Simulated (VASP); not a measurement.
Wanted: the native input for a VASP 6.6.1 run.

- Task: single point
- Functional: PBE
- Potentials or basis: VASP PAW PBE potentials, release 64 (Mo_sv, F)
- Cutoff: 520 eV
- k mesh: 3 × 3 × 3
- Occupations: fermi-dirac, width 0.1 eV
- Spin: no spin polarisation
- Dipole correction: no
- Further INCAR settings: LREAL = Auto; ALGO = Normal; EDIFF = 1e-06; NBANDS = 130

The structure of Mo16F (a cell with a defect) lies in POSCAR:

```
Mo16F
1.0
    6.3000000000      0.0000000000      0.0000000000
    0.0000000000      6.3000000000      0.0000000000
    0.0000000000      0.0000000000      6.3000000000
Mo F
16 1
Direct
    0.0044800000      0.0036568254     -0.0025376190
    0.4960407937      0.0036566667     -0.0025382540
    0.0012090476      0.4969077778      0.0029365079
    0.0013726984     -0.0009768254      0.5016707937
    0.2502577778      0.2468639683      0.2487660317
    0.4993144444      0.4969076190      0.0029322222
    0.4991465079     -0.0009803175      0.5016706349
    0.7502617460      0.2467674603      0.2484839683
    0.0344749206      0.4763225397      0.5102946032
    0.2502601587      0.7541077778      0.2470576190
    0.2502584127      0.2421679365      0.7583960317
    0.4660365079      0.4763038095      0.5102839683
    0.7502604762      0.7847015873      0.2086704762
    0.7502614286      0.2462192063      0.7535825397
    0.2502609524      0.7508641270      0.7520882540
    0.7502609524      0.7586803175      0.7607620635
    0.7502509524      0.6023061905      0.4667677778
```

The input as run:

INCAR

```
SYSTEM = Mo16F
ALGO = Normal
EDIFF = 1E-6
ENCUT = 520
GGA = PE
ISIF = 2
ISMEAR = -1
LASPH = .TRUE.
LCHARG = .FALSE.
LREAL = Auto
LWAVE = .FALSE.
NBANDS = 130
NELM = 60
PREC = Accurate
SIGMA = 0.1
```

KPOINTS

```
k-points
0
G
  3 3 3
  0 0 0
```

Potentials or basis: VASP PAW PBE potentials, release 64 (Mo_sv, F).

The run is started by

```console
$ cat potpaw_PBE.64/Mo_sv/POTCAR potpaw_PBE.64/F/POTCAR > POTCAR
$ mpirun -np 1 vasp_std > vasp.out
```

Results of the run:

| Property | Result |
| --- | --- |
| Pressure | 16.2 GPa |
| Largest force | 0.803 eV/Å |
| Band gap on the k mesh | zero (an odd number of electrons rules out a gap without spin polarisation) |

Run time: 29 min on 1 thread of Intel Xeon 8259CL (shared host), peak memory 0.49 GiB.
